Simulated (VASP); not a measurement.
# SiO2 (P4_2/mnm) in VASP: notebook, part 2 of 2

VASP 6.6.1.

## (3) Single point, LDA (7.17 Å³/atom)

File INCAR:

```
ALGO = Normal
EDIFF = 1E-7
ENCUT = 520
ISIF = 2
ISMEAR = 0
LASPH = True
LCHARG = True
LELF = True
LREAL = False
LVHAR = True
LWAVE = False
NBANDS = 25
NELM = 60
PREC = Accurate
SIGMA = 0.05
```

File KPOINTS:

```
k-points
0
Gamma
  6 6 10
```

File POSCAR:

```
SiO2
1.0
    4.0155970384      0.0000000000      0.0000000000
    0.0000000000      4.0155970384      0.0000000000
    0.0000000000      0.0000000000      2.6671595529
Si O
2 4
Direct
    0.5000000000      0.5000000000      0.5000000000
    0.0000000000      0.0000000000      0.0000000000
    0.6944252994      0.6944252994      0.0000000000
    0.1944252994      0.8055747006      0.5000000000
    0.3055747006      0.3055747006      0.0000000000
    0.8055747006      0.1944252994      0.5000000000
```

Potentials or basis: VASP PAW LDA potentials, release 64 (Si, O).

Launch:

```
cat potpaw_LDA.64/Si/POTCAR potpaw_LDA.64/O/POTCAR > POTCAR
mpirun -np 1 vasp_std > vasp.out
```

It took 70 s on 1 thread of Intel Xeon 8259CL, shared host; peak memory 0.16 GiB.

It converged, with:

```
Free energy            : -51.6917 eV
Pressure               : 25.4 GPa
Largest force          : 0.571 eV/Å
Band gap on the k mesh : 6.11 eV
```

Forces on the atoms (eV/Å):
```
Si   0.000  0.000  0.000
Si   0.000  0.000  0.000
O    0.404  0.404  0.000
O    0.404 -0.404  0.000
O   -0.404 -0.404  0.000
O   -0.404  0.404  0.000
```

Stress tensor (GPa, compression positive):
```
30.00  0.00  0.00
 0.00 30.00  0.00
 0.00  0.00 16.10
```

Levels at points of the mesh, in eV from the valence-band top:
```tsv
k point	band 13	band 14	band 15	band 16	band 17	band 18	band 19	band 20
(0.00, 0.00, 0.00)	-2.76	-0.89	-0.89	0.00	6.11	6.90	8.39	8.39
(0.50, 0.00, 0.00)	-3.03	-3.03	-1.12	-1.12	8.10	8.10	9.11	9.11
(0.50, 0.50, 0.00)	-3.02	-3.02	-2.43	-2.43	7.81	7.81	10.20	10.20
(0.00, 0.00, 0.50)	-3.69	-3.69	-2.97	-2.97	10.06	10.06	13.03	13.03
(0.50, 0.00, 0.50)	-2.40	-2.40	-1.96	-1.96	9.49	9.49	11.00	11.00
(0.50, 0.50, 0.50)	-1.80	-1.80	-1.71	-1.71	8.19	8.19	11.47	11.47
```

Caveat: the cell stands under pressure. A k mesh can miss the band edges.

## (4) Single point, LDA (6.43 Å³/atom)

This run uses another cell than the first one, of 6.43 Å³/atom.

File INCAR:

```
PREC = Accurate
ENCUT = 520
EDIFF = 1E-6
ISMEAR = 0
SIGMA = 0.05
LREAL = F
LASPH = T
NELM = 80
ALGO = Normal
ISIF = 2
LWAVE = F
LCHARG = F
NBANDS = 25
```

File KPOINTS:

```
Automatic mesh
0
Gamma
  6 6 10
```

POSCAR: that of step 3 with these lines changed.

```diff
@@ -2,5 +2,5 @@
 1.0
-    4.0155970384      0.0000000000      0.0000000000
-    0.0000000000      4.0155970384      0.0000000000
-    0.0000000000      0.0000000000      2.6671595529
+    4.0659984106      0.0000000000      0.0000000000
+    0.0000000000      4.0659984106      0.0000000000
+    0.0000000000      0.0000000000      2.3346962874
 Si O
```

Launch:

```
cat potpaw_LDA.64/Si/POTCAR potpaw_LDA.64/O/POTCAR > POTCAR
mpirun -np 1 vasp_std > vasp.out
```

It took 60 s on 1 thread of Intel Xeon 8259CL, shared host; peak memory 0.15 GiB.

It converged, with:

| Item | Value |
| --- | --- |
| Free energy | -49.1617 eV |
| Pressure | 97.0 GPa |
| Largest force | 1.760 eV/Å |
| Band gap on the k mesh | 9.06 eV (least direct gap 9.10 eV) |

Forces in eV/Å, atoms in the order of the input:
```
Si   0.000  0.000  0.000
Si   0.000  0.000  0.000
O    1.244  1.244  0.000
O    1.244 -1.244  0.000
O   -1.244 -1.244  0.000
O   -1.244  1.244  0.000
```

Stress tensor (GPa, compression positive):
```
 61.47   0.00   0.00
  0.00  61.47   0.00
  0.00   0.00 168.10
```

Levels at points of the mesh, in eV from the valence-band top:
```csv
k point,band 12,band 13,band 14,band 15,band 16,band 17,band 18,band 19,band 20,band 21
"(0.00, 0.00, 0.00)",-2.75,-1.80,-1.08,-1.08,0.00,9.10,9.22,11.33,11.79,11.79
"(0.50, 0.00, 0.00)",-3.74,-2.25,-2.25,-1.36,-1.36,10.65,10.65,11.53,11.53,12.50
"(0.50, 0.50, 0.00)",-3.22,-2.86,-2.86,-2.80,-2.80,10.50,10.50,12.13,12.13,14.44
"(0.00, 0.00, 0.50)",-5.47,-3.59,-3.59,-3.33,-3.33,11.30,11.30,13.97,13.97,13.99
"(0.50, 0.00, 0.50)",-4.84,-2.89,-2.89,-2.16,-2.16,10.03,10.03,10.95,10.95,13.04
"(0.50, 0.50, 0.50)",-5.35,-2.31,-2.31,-1.89,-1.89,9.06,9.06,11.69,11.69,11.96
```

Caveat: the cell stands under pressure; forces of over 1 eV/Å act on the atoms, so gaps and moduli don't describe the material at rest.

## (5) Single point, LDA (6.43 Å³/atom)

This run uses another cell than the first one, of 6.43 Å³/atom.

File INCAR:

```
PREC = Accurate ; ENCUT = 520
EDIFF = 1E-6 ; ISMEAR = 0
SIGMA = 0.05 ; LREAL = False
LASPH = True ; NELM = 80
ALGO = Normal ; ISIF = 2
LWAVE = False ; LCHARG = False
NBANDS = 25
```

File KPOINTS:

```
regular mesh
0
Gamma
  6 6 10
```

POSCAR: that of step 4 with these lines changed.

```diff
@@ -2,5 +2,5 @@
 1.0
-    4.0659984106      0.0000000000      0.0000000000
-    0.0000000000      4.0659984106      0.0000000000
-    0.0000000000      0.0000000000      2.3346962874
+    3.8733669584      0.0000000000      0.0000000000
+    0.0000000000      3.8733669584      0.0000000000
+    0.0000000000      0.0000000000      2.5726903338
 Si O
```

Potentials or basis: VASP PAW LDA potentials, release 64 (Si, O).

Launch:

```
cat potpaw_LDA.64/Si/POTCAR potpaw_LDA.64/O/POTCAR > POTCAR
mpirun -np 1 vasp_std > vasp.out
```

OUTCAR:

```text
PREC = Accurate
   ENCUT = 520
   EDIFF = 1E-6
   ISMEAR = 0
   LREAL = False
   LASPH = True
   NELM = 80
   ISIF = 2

 ion  position               nearest neighbor table
   1  0.500  0.500  0.500-   3 1.67   5 1.67   3 1.67   5 1.67   4 1.67   6 1.67   2 3.03   2 3.03
                             2 3.03   2 3.03   2 3.03   2 3.03   2 3.03   2 3.03
   2  0.000  0.000  0.000-   4 1.67   6 1.67   4 1.67   6 1.67   5 1.67   3 1.67   1 3.03   1 3.03
                             1 3.03   1 3.03   1 3.03   1 3.03   1 3.03   1 3.03
   3  0.694  0.694  0.000-   1 1.67   1 1.67   2 1.67
   4  0.194  0.806  0.500-   2 1.67   2 1.67   1 1.67
   5  0.306  0.306  0.000-   1 1.67   1 1.67   2 1.67
   6  0.806  0.194  0.500-   2 1.67   2 1.67   1 1.67
[... 883 lines left out ...]
  Total       20.9172257     20.9172257     18.8114163     -0.0000000      0.0000000      0.0000000
  in kB      868.2601391    868.2601391    780.8493899     -0.0000000      0.0000000      0.0000000
  external PRESSURE =     839.1232227 kB  Pullay stress =       0.0000000 kB

 VOLUME and BASIS-vectors are now :
 -----------------------------------------------------------------------------
  energy-cutoff  :      520.00
  volume of cell :       38.60
      direct lattice vectors                 reciprocal lattice vectors
     3.873366958  0.000000000  0.000000000     0.258173318  0.000000000  0.000000000
     0.000000000  3.873366958  0.000000000     0.000000000  0.258173318  0.000000000
     0.000000000  0.000000000  2.572690334     0.000000000  0.000000000  0.388698160

 POSITION                                       TOTAL-FORCE (eV/Angst)
 -----------------------------------------------------------------------------------
      1.93668      1.93668      1.28635         0.000000      0.000000     -0.000000
      0.00000      0.00000      0.00000         0.000000      0.000000     -0.000000
      2.68976      2.68976      0.00000         0.909353      0.909353     -0.000000
      0.75308      3.12029      1.28635         0.909353     -0.909353     -0.000000
      1.18360      1.18360      0.00000        -0.909353     -0.909353      0.000000
      3.12029      0.75308      1.28635        -0.909353      0.909353     -0.000000
 -----------------------------------------------------------------------------------
    total drift:                               -0.000000      0.000000      0.000000

  FREE ENERGIE OF THE ION-ELECTRON SYSTEM (eV)
  ---------------------------------------------------
  free  energy   TOTEN  =       -50.2418344173 eV

  energy  without entropy=      -50.2418344173  energy(sigma->0) =      -50.24183442
```

stdout:

```text
POSCAR found type information on POSCAR SiO
 POSCAR found :  2 types and       6 ions
 scaLAPACK will be used
 LDA part: xc-table for (Slater(with rela. corr.)+CA(PZ))
 , standard interpolation
 POSCAR, INCAR and KPOINTS ok, starting setup
 FFT: planning ... GRIDC
 FFT: planning ... GRID_SOFT
 FFT: planning ... GRID
 WAVECAR not read
 entering main loop
```

It took 74 s on 1 thread of Intel Xeon 8259CL, shared host; peak memory 0.16 GiB.

What came out:

| Item | Value |
| --- | --- |
| Free energy | -50.2418 eV |
| Pressure | 83.9 GPa |
| Largest force | 1.286 eV/Å |
| Band gap on the k mesh | 6.37 eV |

Forces on the atoms (eV/Å):
```
Si   0.000  0.000  0.000
Si   0.000  0.000  0.000
O    0.909  0.909  0.000
O    0.909 -0.909  0.000
O   -0.909 -0.909  0.000
O   -0.909  0.909  0.000
```

Stress tensor (GPa, compression positive):
```
86.83  0.00  0.00
 0.00 86.83  0.00
 0.00  0.00 78.08
```

Caveat: the cell stands under pressure; forces of over 1 eV/Å act on the atoms, so gaps and moduli don't describe the material at rest. A k mesh can miss the band edges.

## (6) Summary

| cell | gap on the mesh (eV) | pressure (GPa) | largest force (eV/Å) |
| --- | --- | --- | --- |
| a = 4.114, b = 4.114, c = 2.541 Å, 6 atoms | 7.18 | 29.2 | 0.42 |
| a = 4.016, b = 4.016, c = 2.667 Å, 6 atoms | 6.11 | 25.4 | 0.57 |
| a = 4.066, b = 4.066, c = 2.335 Å, 6 atoms | 9.06 | 97.0 | 1.76 |
| a = 3.873, b = 3.873, c = 2.573 Å, 6 atoms | 6.37 | 83.9 | 1.29 |

Alike in all rows: task single point; level LDA; potentials or basis VASP PAW LDA potentials, release 64 (Si, O); no spin polarisation; k mesh 6 × 6 × 10; cutoff (eV) 520; smearing gaussian 0.05 eV.

Caveats: the cell stands under pressure; forces of over 1 eV/Å act on the atoms, so gaps and moduli don't describe the material at rest (at least some runs).

Absolute energies hang on the potentials; compare differences alone.
